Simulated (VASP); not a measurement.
# Te2Mo (P2_1/m) in VASP: single point with PBE

Aim: the single point of Te2Mo with PBE.

Program: VASP 6.6.1. These are calculated values, not measurements. Logs are shortened: lines on timing, memory, paths and dates and some standing lists are left out, and cuts for length are marked.

### 1 The cell of the first run

It takes space group P2_1/m (No. 11, monoclinic). Conventional cell: a = 6.370 Å, b = 3.467 Å, c = 15.776 Å, α = 90.00°, β = 90.63°, γ = 90.00°. Within 3.7 Å of Te (site symmetry m) lie 3 Mo at 2.83 to 2.84 Å and 6 Te at 3.47 to 3.61 Å. Te (site symmetry m) has 3 Mo at 2.71 to 2.73 Å and 2 Te at 3.47 Å within 3.6 Å. Te (site symmetry m) has 3 Mo at 2.83 to 2.84 Å and 6 Te at 3.47 to 3.61 Å within 3.7 Å. Within 3.6 Å of Te (site symmetry m) lie 3 Mo at 2.71 to 2.73 Å and 2 Te at 3.47 Å. Mo (site symmetry m) has 6 Te at 2.71 to 2.84 Å and 4 Mo at 2.89 to 3.47 Å within 3.6 Å. Within 3.6 Å of Mo (site symmetry m) lie 6 Te at 2.71 to 2.84 Å and 4 Mo at 2.89 to 3.47 Å.

### 2 Single point, PBE

INCAR reads:

```
  PREC = Accurate
  ENCUT = 520
  EDIFF = 1E-6
  ISMEAR = -1
  SIGMA = 0.05
  LREAL = False
  LASPH = True
  NELM = 100
  ALGO = Normal
  ISIF = 2
  LWAVE = False
  LCHARG = True
  GGA = PE
  LELF = True
  LVHAR = True
  NBANDS = 64
```

KPOINTS reads:

```
Automatic mesh
0
Gamma
  3 6 2
```

POSCAR reads:

```
Te2Mo
1.0
    6.3679568018      0.0000000000      0.1668620327
    0.0000000000      3.4673269145      0.0000000000
   -0.5879687823      0.0000000000     15.7653386313
Te Mo
8 4
Direct
    0.9330026690      0.7500000000      0.5938842114
    0.0669973310      0.2500000000      0.4061157886
    0.9159793384      0.2500000000      0.8688789281
    0.0840206616      0.7500000000      0.1311210719
    0.4277806698      0.7500000000      0.9061260730
    0.5722193302      0.2500000000      0.0938739270
    0.4230683539      0.2500000000      0.6311081228
    0.5769316461      0.7500000000      0.3688918772
    0.8191630920      0.7500000000      0.9942588164
    0.1808369080      0.2500000000      0.0057411836
    0.6805190233      0.2500000000      0.4942849006
    0.3194809767      0.7500000000      0.5057150994
```

Potentials or basis: VASP PAW PBE potentials, release 64 (Te, Mo_sv).

Command:

```
$ cat potpaw_PBE.64/Te/POTCAR potpaw_PBE.64/Mo_sv/POTCAR > POTCAR
$ mpirun -np 1 vasp_std > vasp.out
```

OUTCAR:

```text
PREC = Accurate
   ENCUT = 520
   EDIFF = 1E-6
   ISMEAR = -1
   LREAL = False
   LASPH = True
   NELM = 100
   ISIF = 2
   GGA = PE

 ion  position               nearest neighbor table
   1  0.933  0.750  0.594-  11 2.83  11 2.83  12 2.84   2 3.54   2 3.54   7 3.61   7 3.61
   2  0.067  0.250  0.406-  12 2.83  12 2.83  11 2.84   1 3.54   1 3.54   8 3.61   8 3.61
   3  0.916  0.250  0.869-   9 2.71   9 2.71  10 2.73   5 3.61   5 3.61
   4  0.084  0.750  0.131-  10 2.71  10 2.71   9 2.73   6 3.61   6 3.61
   5  0.428  0.750  0.906-  10 2.83  10 2.83   9 2.84   6 3.54   6 3.54   3 3.61   3 3.61
   6  0.572  0.250  0.094-   9 2.83   9 2.83  10 2.84   5 3.54   5 3.54   4 3.61   4 3.61
   7  0.423  0.250  0.631-  12 2.71  12 2.71  11 2.73   1 3.61   1 3.61
   8  0.577  0.750  0.369-  11 2.71  11 2.71  12 2.73   2 3.61   2 3.61
   9  0.819  0.750  0.994-   3 2.71   3 2.71   4 2.73   6 2.83   6 2.83   5 2.84  10 2.89  10 2.89

  10  0.181  0.250  0.006-   4 2.71   4 2.71   3 2.73   5 2.83   5 2.83   6 2.84   9 2.89   9 2.89

  11  0.681  0.250  0.494-   8 2.71   8 2.71   7 2.73   1 2.83   1 2.83   2 2.84  12 2.89  12 2.89

  12  0.319  0.750  0.506-   7 2.71   7 2.71   8 2.73   2 2.83   2 2.83   1 2.84  11 2.89  11 2.89

  LATTYP: Found a simple monoclinic cell.
 ALAT       =     6.3701426018
 B/A-ratio  =     0.5443091515
 C/A-ratio  =     2.4766005982
 COS(beta)  =    -0.0110801349

  Lattice vectors:

 A1 = (   6.3679568018,   0.0000000000,   0.1668620327)
 A2 = (   0.0000000000,   3.4673269145,   0.0000000000)
 A3 = (  -0.5879687823,   0.0000000000,  15.7653386313)

Analysis of symmetry for initial positions (statically):
=====================================================================
 Subroutine PRICEL returns:
 Original cell was already a primitive cell.

 Routine SETGRP: Setting up the symmetry group for a
 simple monoclinic supercell.

 Subroutine GETGRP returns: Found  4 space group operations
 (whereof  2 operations were pure point group operations)
 out of a pool of  4 trial point group operations.

The static configuration has the point symmetry S_2 .
 The point group associated with its full space group is C_2h.

Analysis of symmetry for dynamics (positions and initial velocities):
=====================================================================
 Subroutine PRICEL returns:
 Original cell was already a primitive cell.

 Routine SETGRP: Setting up the symmetry group for a
 simple monoclinic supercell.

 Subroutine GETGRP returns: Found  4 space group operations
 (whereof  2 operations were pure point group operations)
 out of a pool of  4 trial point group operations.

The dynamic configuration has the point symmetry S_2 .
 The point group associated with its full space group is C_2h.

 Subroutine INISYM returns: Found  4 space group operations
 (whereof  2 operations are pure point group operations),
 and found     1 'primitive' translations

----------------------------------------------------------------------------------------

                                     Primitive cell

  volume of cell :     348.4355

  direct lattice vectors                    reciprocal lattice vectors
     6.367956802  0.000000000  0.166862033     0.156882926  0.000000000  0.005850953
     0.000000000  3.467326915  0.000000000     0.000000000  0.288406610  0.000000000
    -0.587968782  0.000000000 15.765338631    -0.001660466  0.000000000  0.063368363

  length of vectors
     6.370142602  3.467326915 15.776298978     0.156991994  0.288406610  0.063390114

  position of ions in fractional coordinates (direct lattice)
     0.933002669  0.750000000  0.593884211
     0.066997331  0.250000000  0.406115789
     0.915979338  0.250000000  0.868878928
     0.084020662  0.750000000  0.131121072
     0.427780670  0.750000000  0.906126073
     0.572219330  0.250000000  0.093873927
     0.423068354  0.250000000  0.631108123
     0.576931646  0.750000000  0.368891877
     0.819163092  0.750000000  0.994258816
     0.180836908  0.250000000  0.005741184
     0.680519023  0.250000000  0.494284901
     0.319480977  0.750000000  0.505715099

  ion indices of the primitive-cell ions
   primitive index   ion index
                 1           1
                 2           2
                 3           3
                 4           4
                 5           5
                 6           6
                 7           7
                 8           8
                 9           9
                10          10
                11          11
                12          12

----------------------------------------------------------------------------------------

 KPOINTS: Automatic mesh

Automatic generation of k-mesh.
 Grid dimensions read from file:
 generate k-points for:    3    6    2

 Generating k-lattice:

  Cartesian coordinates                     Fractional coordinates (reciprocal lattice)
     0.052294309  0.000000000  0.001950318     0.333333333  0.000000000 -0.000000000
     0.000000000  0.048067768  0.000000000     0.000000000  0.166666667  0.000000000
    -0.000830233  0.000000000  0.031684181     0.000000000  0.000000000  0.500000000

  Length of vectors
     0.052330665  0.048067768  0.031695057

  Shift w.r.t. Gamma in fractional coordinates (k-lattice)
     0.000000000  0.000000000  0.000000000

 Subroutine IBZKPT returns following result:
 ===========================================

 Found     16 irreducible k-points:

 Following reciprocal coordinates:
            Coordinates               Weight
  0.000000  0.000000  0.000000      1.000000
  0.333333  0.000000  0.000000      2.000000
  0.000000  0.166667  0.000000      2.000000
  0.333333  0.166667  0.000000      4.000000
  0.000000  0.333333  0.000000      2.000000
  0.333333  0.333333  0.000000      4.000000
[... 8 lines left out ...]
  0.000000  0.500000  0.500000      1.000000
  0.333333  0.500000  0.500000      2.000000
   k-points           NKPTS =     16   k-points in BZ     NKDIM =     16   number of bands    NBANDS=     64
   number of dos      NEDOS =    301   number of ions     NIONS =     12
   total plane-waves  NPLWV = 161280
   dimension x,y,z NGX =    48 NGY =   28 NGZ =  120
   dimension x,y,z NGXF=    96 NGYF=   56 NGZF=  240
   ions per type =               8   4
   NGX,Y,Z   is equivalent  to a cutoff of  12.53, 13.42, 12.65 a.u.
   NGXF,Y,Z  is equivalent  to a cutoff of  25.05, 26.85, 25.29 a.u.
 SYSTEM =  unknown system
   PREC   = accura    normal or accurate (medium, high low for compatibility)
   ISTART =      0    job   : 0-new  1-cont  2-samecut
   ICHARG =      2    charge: 1-file 2-atom 10-const
   ISPIN  =      1    spin polarized calculation?
   LNONCOLLINEAR =      F non collinear calculations
   LSORBIT =      F    spin-orbit coupling
   LASPH  =      T    aspherical Exc in radial PAW
   ENCUT  =  520.0 eV  38.22 Ry    6.18 a.u.  11.84  6.45 29.33*2*pi/ulx,y,z
   NELM   =    100;   NELMIN=  2; NELMDL= -5     # of ELM steps
   EDIFF  = 0.1E-05   stopping-criterion for ELM
   LREAL  =      F    real-space projection
   EDIFFG = 0.1E-04   stopping-criterion for IOM
   NSW    =      0    number of steps for IOM
   IBRION =     -1    ionic relax: 0-MD 1-quasi-New 2-CG
   NFREE  =      0    steps in history (QN), initial steepest desc. (CG)
   ISIF   =      2    stress and relaxation
   ISYM   =      2    0-nonsym 1-usesym 2-fastsym
   POTIM  = 0.5000    time-step for ionic-motion
   TEBEG  =    0.0;   TEEND  =   0.0 temperature during run
   PSTRESS=    0.0 pullay stress
   NELECT =     104.0000    total number of electrons
   NUPDOWN=      -1.0000    fix difference up-down
   EMIN   =  10.00;   EMAX   =-10.00  energy-range for DOS
   EFERMI =   0.00;   METHOD = LEGACY
   ISMEAR =    -1;   SIGMA  =   0.05  broadening in eV -4-tet -1-fermi 0-gaus
   EFERMI_NEDOS =   21; number of points for ismear=-14 and -15
   IALGO  =     38    algorithm
   IMIX   =      4    mixing-type and parameters
     AMIX     =   0.40;   BMIX     =  1.00
     AMIX_MAG =   1.60;   BMIX_MAG =  1.00
  volume/ion in A,a.u.               =      29.04       195.95
  Fermi-wavevector in a.u.,A,eV,Ry     =   1.094070  2.067493 16.286029  1.196989
  Thomas-Fermi vector in A             =   2.230368
   LORBIT       =      0    0 simple, 1 ext, 2 COOP (PROOUT), +10 PAW based schemes
   GGA     = PE    functional components
   LHFCALC =     F    Hartree Fock is set to
   AEXX    =    0.0000 exact exchange contribution
   IVDW    =     0    specifies the selected vdW correction
   LEPSILON=     F    determine dielectric tensor
   LRPA    =     F    only Hartree local field effects (RPA)
 non-spin polarized calculation
  energy-cutoff  :      520.00
  volume of cell :      348.44
 maximum number of plane-waves:      9440
 NGX is ok and might be reduce to    48
   NGX = 23   NGY = 13   NGZ = 59

 number of electron     103.9999998 magnetization

 Free energy of the ion-electron system (eV)
  ---------------------------------------------------
  ext. energy  EPLUGINS =         0.00000000
  ---------------------------------------------------
  free energy    TOTEN  =       -72.01490566 eV

  energy without entropy =      -71.99624253  energy(sigma->0) =      -72.00557410

 E-fermi :   6.4733     XC(G=0):  -9.4854

 val. band max:        6.4599680305   @ k =   0.0000   0.1667   0.5000
 cond. band min:       6.5253403985   @ k =   0.0000   0.1667   0.0000
 fundamental gap:      0.0653723680
 Fermi energy:         6.4732607927

 k-point     1 :       0.0000    0.0000    0.0000
  band No.  band energies     occupation
      1     -54.5561      2.00000
      2     -54.5550      2.00000
      3     -54.4967      2.00000
      4     -54.4957      2.00000
      5     -28.7982      2.00000
      6     -28.7970      2.00000
[... 56 lines left out ...]
     63       9.5865      0.00000
     64       9.7657      0.00000

 k-point     2 :       0.3333    0.0000    0.0000
  band No.  band energies     occupation
      1     -54.5559      2.00000
      2     -54.5548      2.00000
      3     -54.4969      2.00000
      4     -54.4958      2.00000
      5     -28.7929      2.00000
      6     -28.7918      2.00000
[... 56 lines left out ...]
     63       9.4947      0.00000
     64       9.5967      0.00000

 k-point     3 :       0.0000    0.1667    0.0000
  band No.  band energies     occupation
      1     -54.5506      2.00000
      2     -54.5495      2.00000
      3     -54.4993      2.00000
      4     -54.4982      2.00000
      5     -28.8015      2.00000
      6     -28.8004      2.00000
[... 860 lines left out ...]
     63       8.6188      0.00000
     64       8.6188      0.00000

 k-point    16 :       0.3333    0.5000    0.5000
  band No.  band energies     occupation
      1     -54.5205      2.00000
      2     -54.5205      2.00000
      3     -54.5195      2.00000
      4     -54.5195      2.00000
      5     -28.8531      2.00000
      6     -28.8531      2.00000
[... 56 lines left out ...]
     63       8.7408      0.00000
     64       8.7408      0.00000

------------------------ aborting loop because EDIFF is reached ----------------------------------------

  FORCE on cell =-STRESS in cart. coord.  units (eV):
  Direction    XX          YY          ZZ          XY          YZ          ZX
  --------------------------------------------------------------------------------------
  -------------------------------------------------------------------------------------
  Total       -0.0004021     -0.0398397      0.0189772      0.0000000      0.0000000      0.0035207
  in kB       -0.0018491     -0.1831909      0.0872610      0.0000000      0.0000000      0.0161888
  external PRESSURE =      -0.0325930 kB  Pullay stress =       0.0000000 kB

 VOLUME and BASIS-vectors are now :
 -----------------------------------------------------------------------------
  energy-cutoff  :      520.00
  volume of cell :      348.44
      direct lattice vectors                 reciprocal lattice vectors
     6.367956802  0.000000000  0.166862033     0.156882926  0.000000000  0.005850953
     0.000000000  3.467326915  0.000000000     0.000000000  0.288406610  0.000000000
    -0.587968782  0.000000000 15.765338631    -0.001660466  0.000000000  0.063368363

 POSITION                                       TOTAL-FORCE (eV/Angst)
 -----------------------------------------------------------------------------------
      5.59214      2.60050      9.51847        -0.001227     -0.000000      0.009465
      0.18785      0.86683      6.41373         0.001227     -0.000000     -0.009465
      5.32204      0.86683     13.85101        -0.000869     -0.000000     -0.004845
      0.45794      2.60050      2.08119         0.000869      0.000000      0.004845
      2.19131      2.60050     14.35676         0.000622     -0.000000     -0.009278
      3.58867      0.86683      1.57544        -0.000622     -0.000000      0.009278
      2.32301      0.86683     10.02023        -0.001095     -0.000000      0.004933
      3.45698      2.60050      5.91197         0.001095     -0.000000     -0.004933
      4.63180      2.60050     15.81151        -0.006625     -0.000000     -0.001346
      1.14819      0.86683      0.12069         0.006625     -0.000000      0.001346
      4.04289      0.86683      7.90612         0.007008     -0.000000     -0.004796
      1.73710      2.60050      8.02608        -0.007008     -0.000000      0.004796
 -----------------------------------------------------------------------------------
    total drift:                                0.000000      0.000000      0.000000

  FREE ENERGIE OF THE ION-ELECTRON SYSTEM (eV)
  ---------------------------------------------------
  free  energy   TOTEN  =       -72.0149056624 eV

  energy  without entropy=      -71.9962425292  energy(sigma->0) =      -72.00557410
```

Run time: 4.7 min. Hardware: 1 thread of Intel Xeon 6975P-C (Granite Rapids), shared host; peak memory 0.58 GiB.

Results:

```yaml
Free_energy: -72.0149 eV
Pressure: 0.0 GPa
Largest_force: 0.010 eV/Å
Band_gap_on_the_k_mesh: zero (band 52 reaches 6.74 eV, above the bottom of band 53 at 6.45 eV)
```

Forces in eV/Å, atoms in the order of the input:
```
Te  -0.001  0.000  0.009
Te   0.001  0.000 -0.009
Te  -0.001  0.000 -0.005
Te   0.001  0.000  0.005
Te   0.001  0.000 -0.009
Te  -0.001  0.000  0.009
Te  -0.001  0.000  0.005
Te   0.001  0.000 -0.005
Mo  -0.007  0.000 -0.001
Mo   0.007  0.000  0.001
Mo   0.007  0.000 -0.005
Mo  -0.007  0.000  0.005
```

Caveat: spin-orbit coupling is left out, which moves the levels of the heavy elements; this functional lacks dispersion, which binds the layers, so the pressure and a relaxed spacing across them are unreliable.
